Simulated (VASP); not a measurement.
# HgPd (P4/mmm) in VASP: relaxation of shape and atoms at fixed volume with LDA

Aim: the relaxation of shape and atoms at fixed volume of HgPd with LDA.

Everything below comes from runs of VASP 6.6.1. Logs are shortened: lines on timing, memory, paths and dates and some standing lists are left out, and cuts for length are marked.

## (1) The cell of the first run

It takes space group P4/mmm (No. 123, tetragonal). Conventional cell: a = 3.011 Å, b = 3.011 Å, c = 3.700 Å, α = 90.00°, β = 90.00°, γ = 90.00°. Within 3.7 Å of Hg (site symmetry 4/mmm) lie 8 Pd at 2.82 Å and 6 Hg at 3.01 to 3.70 Å. Pd (site symmetry 4/mmm) has 8 Hg at 2.82 Å and 6 Pd at 3.01 to 3.70 Å within 3.7 Å.

## (2) Relaxation of shape and atoms at fixed volume, LDA (16.78 Å³/atom)

Contents of INCAR:

```
PREC     = Accurate       # precision mode
ENCUT    = 600            # plane-wave cutoff, eV
EDIFF    = 1E-6           # SCF threshold, eV
ISMEAR   = -1             # smearing method
SIGMA    = 0.15           # smearing width, eV
LREAL    = F              # projectors in reciprocal space
LASPH    = T              # aspherical terms in the spheres
NELM     = 80             # most SCF steps
ALGO     = Fast           # electronic algorithm
ISIF     = 4              # what is computed and relaxed
LWAVE    = F              # write WAVECAR
LCHARG   = F              # write CHGCAR
IBRION   = 2              # ionic algorithm
NSW      = 80             # ionic steps
EDIFFG   = -0.001         # ionic threshold
```

Contents of KPOINTS:

```
regular mesh
0
Gamma
  14 14 12
```

Contents of POSCAR:

```
HgPd
1.0
    3.0113891743      0.0000000000      0.0000000000
    0.0000000000      3.0113891743      0.0000000000
    0.0000000000      0.0000000000      3.6998186208
Hg Pd
1 1
Direct
    0.0000000000      0.0000000000      0.0000000000
    0.5000000000      0.5000000000      0.5000000000
```

Potentials or basis: VASP PAW LDA potentials, release 64 (Hg, Pd).

On the command line:

```sh
> cat potpaw_LDA.64/Hg/POTCAR potpaw_LDA.64/Pd/POTCAR > POTCAR
> mpirun -np 1 vasp_std > vasp.out
```

OUTCAR:

```text
PREC = Accurate
   ENCUT = 600
   EDIFF = 1E-6
   ISMEAR = -1
   LREAL = F
   LASPH = T
   NELM = 80
   ISIF = 4
   IBRION = 2
   NSW = 80
   EDIFFG = -0.001

 ion  position               nearest neighbor table
   1  0.000  0.000  0.000-   2 2.82   2 2.82   2 2.82   2 2.82   2 2.82   2 2.82   2 2.82   2 2.82

   2  0.500  0.500  0.500-   1 2.82   1 2.82   1 2.82   1 2.82   1 2.82   1 2.82   1 2.82   1 2.82

  LATTYP: Found a simple tetragonal cell.
 ALAT       =     3.0113891743
 C/A-ratio  =     1.2286085945

  Lattice vectors:

 A1 = (   3.0113891743,   0.0000000000,   0.0000000000)
 A2 = (   0.0000000000,   3.0113891743,   0.0000000000)
 A3 = (   0.0000000000,   0.0000000000,   3.6998186208)

Analysis of symmetry for initial positions (statically):
=====================================================================
 Subroutine PRICEL returns:
 Original cell was already a primitive cell.

 Routine SETGRP: Setting up the symmetry group for a
 simple tetragonal supercell.

 Subroutine GETGRP returns: Found 16 space group operations
 (whereof 16 operations were pure point group operations)
 out of a pool of 16 trial point group operations.

The static configuration has the point symmetry D_4h.

Analysis of symmetry for dynamics (positions and initial velocities):
=====================================================================
 Subroutine PRICEL returns:
 Original cell was already a primitive cell.

 Routine SETGRP: Setting up the symmetry group for a
 simple tetragonal supercell.

 Subroutine GETGRP returns: Found 16 space group operations
 (whereof 16 operations were pure point group operations)
 out of a pool of 16 trial point group operations.

The dynamic configuration has the point symmetry D_4h.

 Subroutine INISYM returns: Found 16 space group operations
 (whereof 16 operations are pure point group operations),
 and found     1 'primitive' translations

----------------------------------------------------------------------------------------

                                     Primitive cell

  volume of cell :      33.5517

  direct lattice vectors                    reciprocal lattice vectors
     3.011389174  0.000000000  0.000000000     0.332072656  0.000000000  0.000000000
     0.000000000  3.011389174  0.000000000     0.000000000  0.332072656  0.000000000
     0.000000000  0.000000000  3.699818621     0.000000000  0.000000000  0.270283520

  length of vectors
     3.011389174  3.011389174  3.699818621     0.332072656  0.332072656  0.270283520

  position of ions in fractional coordinates (direct lattice)
     0.000000000  0.000000000  0.000000000
     0.500000000  0.500000000  0.500000000

  ion indices of the primitive-cell ions
   primitive index   ion index
                 1           1
                 2           2

----------------------------------------------------------------------------------------

 KPOINTS: regular mesh

Automatic generation of k-mesh.
 Grid dimensions read from file:
 generate k-points for:   14   14   12

 Generating k-lattice:

  Cartesian coordinates                     Fractional coordinates (reciprocal lattice)
     0.023719475  0.000000000  0.000000000     0.071428571  0.000000000  0.000000000
     0.000000000  0.023719475  0.000000000     0.000000000  0.071428571  0.000000000
     0.000000000  0.000000000  0.022523627     0.000000000  0.000000000  0.083333333

  Length of vectors
     0.023719475  0.023719475  0.022523627

  Shift w.r.t. Gamma in fractional coordinates (k-lattice)
     0.000000000  0.000000000  0.000000000

 Subroutine IBZKPT returns following result:
 ===========================================

 Found    252 irreducible k-points:

 Following reciprocal coordinates:
            Coordinates               Weight
  0.000000  0.000000  0.000000      1.000000
  0.071429  0.000000  0.000000      4.000000
  0.142857  0.000000  0.000000      4.000000
  0.214286  0.000000  0.000000      4.000000
  0.285714  0.000000  0.000000      4.000000
  0.357143  0.000000  0.000000      4.000000
[... 16 lines left out ...]
  0.285714  0.214286  0.000000      8.000000
  0.357143  0.214286  0.000000      8.000000
 [... further k-points ...]
   k-points           NKPTS =    252   k-points in BZ     NKDIM =    252   number of bands    NBANDS=     15
   number of dos      NEDOS =    301   number of ions     NIONS =      2
   total plane-waves  NPLWV =  17280
   dimension x,y,z NGX =    24 NGY =   24 NGZ =   30
   dimension x,y,z NGXF=    48 NGYF=   48 NGZF=   60
   ions per type =               1   1
   NGX,Y,Z   is equivalent  to a cutoff of  13.25, 13.25, 13.48 a.u.
   NGXF,Y,Z  is equivalent  to a cutoff of  26.50, 26.50, 26.96 a.u.
 SYSTEM =  unknown system
   PREC   = accura    normal or accurate (medium, high low for compatibility)
   ISTART =      0    job   : 0-new  1-cont  2-samecut
   ICHARG =      2    charge: 1-file 2-atom 10-const
   ISPIN  =      1    spin polarized calculation?
   LNONCOLLINEAR =      F non collinear calculations
   LSORBIT =      F    spin-orbit coupling
   LASPH  =      T    aspherical Exc in radial PAW
   ENCUT  =  600.0 eV  44.10 Ry    6.64 a.u.   6.01  6.01  7.39*2*pi/ulx,y,z
   NELM   =     80;   NELMIN=  2; NELMDL= -5     # of ELM steps
   EDIFF  = 0.1E-05   stopping-criterion for ELM
   LREAL  =      F    real-space projection
   EDIFFG = -.1E-02   stopping-criterion for IOM
   NSW    =     80    number of steps for IOM
   IBRION =      2    ionic relax: 0-MD 1-quasi-New 2-CG
   NFREE  =      1    steps in history (QN), initial steepest desc. (CG)
   ISIF   =      4    stress and relaxation
   ISYM   =      2    0-nonsym 1-usesym 2-fastsym
   POTIM  = 0.5000    time-step for ionic-motion
   TEBEG  =    0.0;   TEEND  =   0.0 temperature during run
   PSTRESS=    0.0 pullay stress
   NELECT =      22.0000    total number of electrons
   NUPDOWN=      -1.0000    fix difference up-down
   EMIN   =  10.00;   EMAX   =-10.00  energy-range for DOS
   EFERMI =   0.00;   METHOD = LEGACY
   ISMEAR =    -1;   SIGMA  =   0.15  broadening in eV -4-tet -1-fermi 0-gaus
   EFERMI_NEDOS =   21; number of points for ismear=-14 and -15
   IALGO  =     68    algorithm
   IMIX   =      4    mixing-type and parameters
     AMIX     =   0.40;   BMIX     =  1.00
     AMIX_MAG =   1.60;   BMIX_MAG =  1.00
  volume/ion in A,a.u.               =      16.78       113.21
  Fermi-wavevector in a.u.,A,eV,Ry     =   1.422256  2.687673 27.522015  2.022811
  Thomas-Fermi vector in A             =   2.542979
   LORBIT       =      0    0 simple, 1 ext, 2 COOP (PROOUT), +10 PAW based schemes
   GGA     = CA    functional components
   LHFCALC =     F    Hartree Fock is set to
   AEXX    =    0.0000 exact exchange contribution
   IVDW    =     0    specifies the selected vdW correction
   LEPSILON=     F    determine dielectric tensor
   LRPA    =     F    only Hartree local field effects (RPA)
 conjugate gradient relaxation of ions
 non-spin polarized calculation
 RMM-DIIS sequential band-by-band and
  energy-cutoff  :      600.00
  volume of cell :       33.55
 maximum number of plane-waves:      1142
   NGX = 13   NGY = 13   NGZ = 15

--------------------------------------- Ionic step        1  -------------------------------------------

 number of electron      21.9999999 magnetization

 Free energy of the ion-electron system (eV)
  ---------------------------------------------------
  ext. energy  EPLUGINS =         0.00000000
  ---------------------------------------------------
  free energy    TOTEN  =        -7.97540502 eV

  energy without entropy =       -7.93325607  energy(sigma->0) =       -7.95433055

------------------------ aborting loop because EDIFF is reached ----------------------------------------

  FORCE on cell =-STRESS in cart. coord.  units (eV):
  Direction    XX          YY          ZZ          XY          YZ          ZX
  --------------------------------------------------------------------------------------
  -------------------------------------------------------------------------------------
  Total       -0.3109428     -0.3109428     -0.2985678      0.0000000      0.0000000      0.0000000
  in kB      -14.8483063    -14.8483063    -14.2573666      0.0000000      0.0000000      0.0000000
  external PRESSURE =     -14.6513264 kB  Pullay stress =       0.0000000 kB

 VOLUME and BASIS-vectors are now :
 -----------------------------------------------------------------------------
  energy-cutoff  :      600.00
  volume of cell :       33.55
      direct lattice vectors                 reciprocal lattice vectors
     3.011389174  0.000000000  0.000000000     0.332072656  0.000000000  0.000000000
     0.000000000  3.011389174  0.000000000     0.000000000  0.332072656  0.000000000
     0.000000000  0.000000000  3.699818621     0.000000000  0.000000000  0.270283520
[... 145 lines left out ...]
 POSITION                                       TOTAL-FORCE (eV/Angst)
 -----------------------------------------------------------------------------------
      0.00000      0.00000      0.00000         0.000000      0.000000      0.000000
      1.50447      1.50447      1.85293         0.000000     -0.000000      0.000000
 -----------------------------------------------------------------------------------
    total drift:                                0.000000      0.000000     -0.000000

  FREE ENERGIE OF THE ION-ELECTRON SYSTEM (eV)
  ---------------------------------------------------
  free  energy   TOTEN  =        -7.9754136548 eV

  energy  without entropy=       -7.9335171258  energy(sigma->0) =       -7.95446539

--------------------------------------- Ionic step        6  -------------------------------------------

 number of electron      21.9999999 magnetization

 Free energy of the ion-electron system (eV)
  ---------------------------------------------------
  ext. energy  EPLUGINS =         0.00000000
  ---------------------------------------------------
  free energy    TOTEN  =        -7.97541402 eV

  energy without entropy =       -7.93345327  energy(sigma->0) =       -7.95443364

 E-fermi :   6.8878     XC(G=0): -12.9159

 val. band max:        6.8828433376   @ k =   0.3571   0.0714   0.4167
 cond. band min:       6.9032285408   @ k =   0.5000   0.0000   0.2500
 fundamental gap:      0.0203852032
 Fermi energy:         6.8878240024

 k-point     1 :       0.0000    0.0000    0.0000
  band No.  band energies     occupation
      1      -2.9815      2.00000
      2      -1.7658      2.00000
      3      -1.4530      2.00000
      4      -0.1270      2.00000
      5      -0.1270      2.00000
      6       0.3958      2.00000
      7       3.4767      2.00000
      8       4.1373      2.00000
      9       5.3895      1.99991
     10       5.3895      1.99991
     11       5.5401      1.99975
     12       9.4266      0.00000
     13      15.1504      0.00000
     14      15.1504      0.00000
     15      15.3356      0.00000
[... 397 lines left out ...]
 k-point    24 :       0.3571    0.2143    0.0000
  band No.  band energies     occupation
      1      -1.0700      2.00000
      2      -0.8378      2.00000
      3      -0.8214      2.00000
      4      -0.5264      2.00000
      5      -0.4131      2.00000
      6       1.1213      2.00000
      7       4.0588      2.00000
      8       4.1274      2.00000
      9       4.1919      2.00000
     10       4.9254      2.00000
     11       5.1660      1.99998
     12       8.8424      0.00000
     13      13.8574      0.00000
     14      15.0536      0.00000
     15      17.0622      0.00000

 [... further k-points ...]
[... 5 lines left out ...]
  --------------------------------------------------------------------------------------
  -------------------------------------------------------------------------------------
  Total       -0.2987782     -0.2987782     -0.2986848      0.0000000      0.0000000     -0.0000000
  in kB      -14.2674171    -14.2674171    -14.2629540      0.0000000      0.0000000     -0.0000000
  external PRESSURE =     -14.2659294 kB  Pullay stress =       0.0000000 kB

 VOLUME and BASIS-vectors are now :
 -----------------------------------------------------------------------------
  energy-cutoff  :      600.00
  volume of cell :       33.55
      direct lattice vectors                 reciprocal lattice vectors
     3.009562101  0.000000000  0.000000000     0.332274253  0.000000000  0.000000000
     0.000000000  3.009562101  0.000000000     0.000000000  0.332274253 -0.000000000
     0.000000000  0.000000000  3.704312226     0.000000000  0.000000000  0.269955646

 POSITION                                       TOTAL-FORCE (eV/Angst)
 -----------------------------------------------------------------------------------
      0.00000      0.00000      0.00000         0.000000      0.000000      0.000000
      1.50478      1.50478      1.85216         0.000000     -0.000000      0.000000
 -----------------------------------------------------------------------------------
    total drift:                                0.000000      0.000000     -0.000000

  FREE ENERGIE OF THE ION-ELECTRON SYSTEM (eV)
  ---------------------------------------------------
  free  energy   TOTEN  =        -7.9754140153 eV

  energy  without entropy=       -7.9334532698  energy(sigma->0) =       -7.95443364

 reached required accuracy - stopping structural energy minimisation
```

It took 1.8 min on 1 thread of Intel Xeon 6975P-C (Granite Rapids), shared host; peak memory 0.28 GiB.

What came out:

```
Free energy               : -7.9754 eV
Energy gained by relaxing : 0.0 meV/atom
Ionic steps               : 6
Pressure after relaxing   : -1.4 GPa
Band gap on the k mesh    : zero (bands 11 and 12 overlap by 3.95 eV)
```

Final structure:
```
CELL_PARAMETERS angstrom
3.00956 0.00000 0.00000
0.00000 3.00956 0.00000
0.00000 0.00000 3.70431
ATOMIC_POSITIONS crystal
Hg 0.00000 0.00000 0.00000
Pd 0.50000 0.50000 0.50000
```

Caveat: spin-orbit coupling is left out, which moves the levels of the heavy elements.

The gap in the log of VASP goes by the Fermi energy; the results here count the filled bands.